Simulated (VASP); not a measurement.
# CdH2O2 (P3m1) in VASP: further runs

CdH2O2 is run at these levels: PBEsol+D3(BJ); tasks: single point.

Everything below comes from runs of VASP 6.6.1. Logs are shortened: lines on timing, memory, paths and dates and some standing lists are left out, and cuts for length are marked.

## (1) The cell of the first run

It takes space group P3m1 (No. 156, trigonal). The conventional cell has a = 3.890 Å, b = 3.890 Å, c = 4.500 Å, α = 90.00°, β = 90.00°, γ = 120.00°. Within 3.0 Å of Cd (site symmetry 3m) lie 3 H at 2.25 Å and 6 O at 2.42 to 2.46 Å. Within 1.3 Å of H (site symmetry 3m) lie 1 O at 1.00 Å. Within 1.3 Å of H (site symmetry 3m) lie 1 O at 0.99 Å. O (site symmetry 3m) has 1 H at 1.00 Å within 1.3 Å. O (site symmetry 3m) has 1 H at 0.99 Å within 1.3 Å.

## (2) Single point, PBEsol+D3(BJ)

File INCAR:

```
  ALGO = Normal
  EDIFF = 1E-7
  ENCUT = 520
  GGA = PS
  ISIF = 2
  ISMEAR = 0
  IVDW = 12
  LASPH = True
  LCHARG = True
  LELF = True
  LREAL = False
  LVHAR = True
  LWAVE = False
  NBANDS = 21
  NELM = 80
  PREC = Accurate
  SIGMA = 0.01
```

File KPOINTS:

```
k-points
0
Gamma
  6 6 4
```

File POSCAR:

```
CdH2O2
1.0
    3.8903517683      0.0000000000      0.0000000000
   -1.9451758841      3.3691430578      0.0000000000
    0.0000000000      0.0000000000      4.4998390840
Cd H O
1 2 2
Direct
    0.3333333333      0.6666666667      0.9873000000
    0.0000000000      0.0000000000      0.0080770000
    0.6666666667      0.3333333333      0.4318850000
    0.0000000000      0.0000000000      0.7861940000
    0.6666666667      0.3333333333      0.2118940000
```

Potentials or basis: VASP PAW PBE potentials, release 64 (Cd, H, O).

On the command line:

```console
$ cat potpaw_PBE.64/Cd/POTCAR potpaw_PBE.64/H/POTCAR potpaw_PBE.64/O/POTCAR > POTCAR
$ mpirun -np 1 vasp_std > vasp.out
```

OUTCAR:

```text
EDIFF = 1E-7
   ENCUT = 520
   GGA = PS
   ISIF = 2
   ISMEAR = 0
   IVDW = 12
   LASPH = True
   LREAL = False
   NELM = 80
   PREC = Accurate
 IVDW          = 12

 ion  position               nearest neighbor table
   1  0.333  0.667  0.987-   2 2.25   2 2.25   2 2.25   4 2.42   4 2.42   4 2.42   5 2.46   5 2.46
                             5 2.46
   2  0.000  0.000  0.008-   4 1.00   1 2.25   1 2.25   1 2.25
   3  0.667  0.333  0.432-   5 0.99
   4  0.000  0.000  0.786-   2 1.00   1 2.42   1 2.42   1 2.42
   5  0.667  0.333  0.212-   3 0.99   1 2.46   1 2.46   1 2.46

  LATTYP: Found a hexagonal cell.
 ALAT       =     3.8903517683
 C/A-ratio  =     1.1566663767

  Lattice vectors:

 A1 = (   3.8903517683,   0.0000000000,   0.0000000000)
 A2 = (  -1.9451758841,   3.3691430578,   0.0000000000)
 A3 = (   0.0000000000,   0.0000000000,   4.4998390840)

Analysis of symmetry for initial positions (statically):
=====================================================================
 Subroutine PRICEL returns:
 Original cell was already a primitive cell.

 Routine SETGRP: Setting up the symmetry group for a
 hexagonal supercell.

 Subroutine GETGRP returns: Found  6 space group operations
 (whereof  6 operations were pure point group operations)
 out of a pool of 24 trial point group operations.

The static configuration has the point symmetry C_3v.

Analysis of symmetry for dynamics (positions and initial velocities):
=====================================================================
 Subroutine PRICEL returns:
 Original cell was already a primitive cell.

 Routine SETGRP: Setting up the symmetry group for a
 hexagonal supercell.

 Subroutine GETGRP returns: Found  6 space group operations
 (whereof  6 operations were pure point group operations)
 out of a pool of 24 trial point group operations.

The dynamic configuration has the point symmetry C_3v.

 Subroutine INISYM returns: Found  6 space group operations
 (whereof  6 operations are pure point group operations),
 and found     1 'primitive' translations

----------------------------------------------------------------------------------------

                                     Primitive cell

  volume of cell :      58.9801

  direct lattice vectors                    reciprocal lattice vectors
     3.890351768  0.000000000  0.000000000     0.257046164  0.148405690  0.000000000
    -1.945175884  3.369143058  0.000000000     0.000000000  0.296811380  0.000000000
     0.000000000  0.000000000  4.499839084     0.000000000  0.000000000  0.222230169

  length of vectors
     3.890351768  3.890351419  4.499839084     0.296811353  0.296811380  0.222230169

  position of ions in fractional coordinates (direct lattice)
     0.333333333  0.666666667  0.987300000
     0.000000000  0.000000000  0.008077000
     0.666666667  0.333333333  0.431885000
     0.000000000  0.000000000  0.786194000
     0.666666667  0.333333333  0.211894000

  ion indices of the primitive-cell ions
   primitive index   ion index
                 1           1
                 2           2
                 3           3
                 4           4
                 5           5

----------------------------------------------------------------------------------------

 KPOINTS: k-points

Automatic generation of k-mesh.
 Grid dimensions read from file:
 generate k-points for:    6    6    4

 Generating k-lattice:

  Cartesian coordinates                     Fractional coordinates (reciprocal lattice)
     0.042841027  0.024734282  0.000000000     0.166666667  0.000000000  0.000000000
     0.000000000  0.049468563  0.000000000     0.000000000  0.166666667  0.000000000
     0.000000000  0.000000000  0.055557542     0.000000000  0.000000000  0.250000000

  Length of vectors
     0.049468559  0.049468563  0.055557542

  Shift w.r.t. Gamma in fractional coordinates (k-lattice)
     0.000000000  0.000000000  0.000000000

 Subroutine IBZKPT returns following result:
 ===========================================

 Found     24 irreducible k-points:

 Following reciprocal coordinates:
            Coordinates               Weight
  0.000000  0.000000  0.000000      1.000000
  0.166667  0.000000  0.000000      6.000000
  0.333333  0.000000  0.000000      6.000000
  0.500000  0.000000  0.000000      3.000000
  0.166667  0.166667  0.000000      6.000000
  0.333333  0.166667  0.000000     12.000000
[... 16 lines left out ...]
  0.333333  0.166667  0.500000     12.000000
  0.333333  0.333333  0.500000      2.000000
   k-points           NKPTS =     24   k-points in BZ     NKDIM =     24   number of bands    NBANDS=     21
   number of dos      NEDOS =    301   number of ions     NIONS =      5
   total plane-waves  NPLWV =  32400
   dimension x,y,z NGX =    30 NGY =   30 NGZ =   36
   dimension x,y,z NGXF=    60 NGYF=   60 NGZF=   72
   ions per type =               1   2   2
   NGX,Y,Z   is equivalent  to a cutoff of  12.82, 12.82, 13.30 a.u.
   NGXF,Y,Z  is equivalent  to a cutoff of  25.64, 25.64, 26.60 a.u.
 SYSTEM =  unknown system
   PREC   = accura    normal or accurate (medium, high low for compatibility)
   ISTART =      0    job   : 0-new  1-cont  2-samecut
   ICHARG =      2    charge: 1-file 2-atom 10-const
   ISPIN  =      1    spin polarized calculation?
   LNONCOLLINEAR =      F non collinear calculations
   LSORBIT =      F    spin-orbit coupling
   LASPH  =      T    aspherical Exc in radial PAW
   ENCUT  =  520.0 eV  38.22 Ry    6.18 a.u.   7.23  7.23  8.37*2*pi/ulx,y,z
   NELM   =     80;   NELMIN=  2; NELMDL= -5     # of ELM steps
   EDIFF  = 0.1E-06   stopping-criterion for ELM
   LREAL  =      F    real-space projection
   EDIFFG = 0.1E-05   stopping-criterion for IOM
   NSW    =      0    number of steps for IOM
   IBRION =     -1    ionic relax: 0-MD 1-quasi-New 2-CG
   NFREE  =      0    steps in history (QN), initial steepest desc. (CG)
   ISIF   =      2    stress and relaxation
   ISYM   =      2    0-nonsym 1-usesym 2-fastsym
   POTIM  = 0.5000    time-step for ionic-motion
   TEBEG  =    0.0;   TEEND  =   0.0 temperature during run
   PSTRESS=    0.0 pullay stress
   NELECT =      26.0000    total number of electrons
   NUPDOWN=      -1.0000    fix difference up-down
   EMIN   =  10.00;   EMAX   =-10.00  energy-range for DOS
   EFERMI =   0.00;   METHOD = LEGACY
   ISMEAR =     0;   SIGMA  =   0.01  broadening in eV -4-tet -1-fermi 0-gaus
   EFERMI_NEDOS =   21; number of points for ismear=-14 and -15
   IALGO  =     38    algorithm
   IMIX   =      4    mixing-type and parameters
     AMIX     =   0.40;   BMIX     =  1.00
     AMIX_MAG =   1.60;   BMIX_MAG =  1.00
  volume/ion in A,a.u.               =      11.80        79.60
  Fermi-wavevector in a.u.,A,eV,Ry     =   1.245941  2.354487 21.121265  1.552369
  Thomas-Fermi vector in A             =   2.380141
   LORBIT       =      0    0 simple, 1 ext, 2 COOP (PROOUT), +10 PAW based schemes
   GGA     = PS    functional components
   LHFCALC =     F    Hartree Fock is set to
   AEXX    =    0.0000 exact exchange contribution
   IVDW    =    12    specifies the selected vdW correction
   LEPSILON=     F    determine dielectric tensor
   LRPA    =     F    only Hartree local field effects (RPA)
 non-spin polarized calculation
 Gauss-broadening in eV      SIGMA  =   0.01
  energy-cutoff  :      520.00
  volume of cell :       58.98
 maximum number of plane-waves:      1602
 NGX is ok and might be reduce to    30
   NGX = 15   NGY = 15   NGZ = 17

 number of electron      25.9999996 magnetization

 Free energy of the ion-electron system (eV)
  ---------------------------------------------------
  ext. energy  EPLUGINS =         0.00000000
  ---------------------------------------------------
  free energy    TOTEN  =       -22.44676203 eV

  energy without entropy =      -22.44676203  energy(sigma->0) =      -22.44676203

 E-fermi :  -1.1467     XC(G=0):  -9.2676

 val. band max:       -1.2079478115   @ k =   0.5000   0.0000   0.0000
 cond. band min:      -0.1832244677   @ k =   0.0000   0.0000   0.0000
 fundamental gap:      1.0247233438
 Fermi energy:        -1.1467137887

 k-point     1 :       0.0000    0.0000    0.0000
  band No.  band energies     occupation
      1     -19.2040      2.00000
      2     -18.2345      2.00000
      3      -8.0618      2.00000
      4      -7.9103      2.00000
      5      -7.9103      2.00000
      6      -7.3916      2.00000
[... 13 lines left out ...]
     20      12.4983      0.00000
     21      14.5183      0.00000

 k-point     2 :       0.1667    0.0000    0.0000
  band No.  band energies     occupation
      1     -19.1334      2.00000
      2     -18.2794      2.00000
      3      -8.0204      2.00000
      4      -7.8234      2.00000
      5      -7.7758      2.00000
      6      -7.4208      2.00000
[... 13 lines left out ...]
     20      12.3225      0.00000
     21      14.5584      0.00000

 k-point     3 :       0.3333    0.0000    0.0000
  band No.  band energies     occupation
      1     -18.9767      2.00000
      2     -18.3813      2.00000
      3      -7.8878      2.00000
      4      -7.6671      2.00000
      5      -7.6449      2.00000
      6      -7.3843      2.00000
[... 13 lines left out ...]
     20      12.1556      0.00000
     21      13.5126      0.00000
[... 457 lines left out ...]
 k-point    23 :       0.3333    0.1667    0.5000
  band No.  band energies     occupation
      1     -18.8608      2.00000
      2     -18.4446      2.00000
      3      -7.9306      2.00000
      4      -7.6380      2.00000
      5      -7.5893      2.00000
      6      -7.3691      2.00000
[... 13 lines left out ...]
     20      11.9981      0.00000
     21      13.7014      0.00000

 k-point    24 :       0.3333    0.3333    0.5000
  band No.  band energies     occupation
      1     -18.8406      2.00000
      2     -18.4457      2.00000
      3      -7.8499      2.00000
      4      -7.6477      2.00000
      5      -7.5147      2.00000
      6      -7.4385      2.00000
[... 13 lines left out ...]
     20      13.1078      0.00000
     21      13.9219      0.00000

------------------------ aborting loop because EDIFF is reached ----------------------------------------

 Edisp (eV)   -0.41794

 E8    (eV) :    -0.2334

  FORCE on cell =-STRESS in cart. coord.  units (eV):
  Direction    XX          YY          ZZ          XY          YZ          ZX
  --------------------------------------------------------------------------------------
  -------------------------------------------------------------------------------------
  Total      -3.11962    -3.11962    -2.36829    -0.00000     0.00000     0.00000
  in kB     -84.74352   -84.74350   -64.33393    -0.00000     0.00000     0.00000
  external pressure =      -77.94 kB  Pullay stress =        0.00 kB

 VOLUME and BASIS-vectors are now :
 -----------------------------------------------------------------------------
  energy-cutoff  :      520.00
  volume of cell :       58.98
      direct lattice vectors                 reciprocal lattice vectors
     3.890351768  0.000000000  0.000000000     0.257046164  0.148405690  0.000000000
    -1.945175884  3.369143058  0.000000000     0.000000000  0.296811380  0.000000000
     0.000000000  0.000000000  4.499839084     0.000000000  0.000000000  0.222230169

 POSITION                                       TOTAL-FORCE (eV/Angst)
 -----------------------------------------------------------------------------------
     -0.00000      2.24610      4.44269        -0.000000     -0.000000     -0.028784
      0.00000      0.00000      0.03635        -0.000000     -0.000000     -0.244075
      1.94518      1.12305      1.94341        -0.000000     -0.000000     -0.415323
      0.00000      0.00000      3.53775         0.000000      0.000000      0.796839
      1.94518      1.12305      0.95349         0.000000     -0.000000     -0.108658
 -----------------------------------------------------------------------------------
    total drift:                                0.000000      0.000000     -0.000083

  FREE ENERGIE OF THE ION-ELECTRON SYSTEM (eV)
  ---------------------------------------------------
  free  energy   TOTEN  =       -22.8647030703 eV

  energy  without entropy=      -22.8647030703  energy(sigma->0) =      -22.86470307
```

It took 24 s on 1 thread of Intel Xeon Platinum 8375C at 2.90GHz (Ice Lake), shared host; peak memory 0.2 GiB.

Results:

- Free energy: -22.8647 eV
- Pressure: -7.8 GPa
- Largest force: 0.797 eV/Å
- Band gap on the k mesh: 1.02 eV, indirect (least direct gap 1.56 eV)
- Dispersion energy per atom: -0.084 eV

Forces on the atoms (eV/Å):
```
Cd   0.000  0.000 -0.029
H    0.000  0.000 -0.244
H    0.000  0.000 -0.415
O    0.000  0.000  0.797
O    0.000  0.000 -0.109
```

Caveat: the PAW data sets were made with another functional, which shifts forces and pressure a little. A hybrid or GW would open this gap; PBEsol tends to underestimate it.

[end of part 1 of 3]
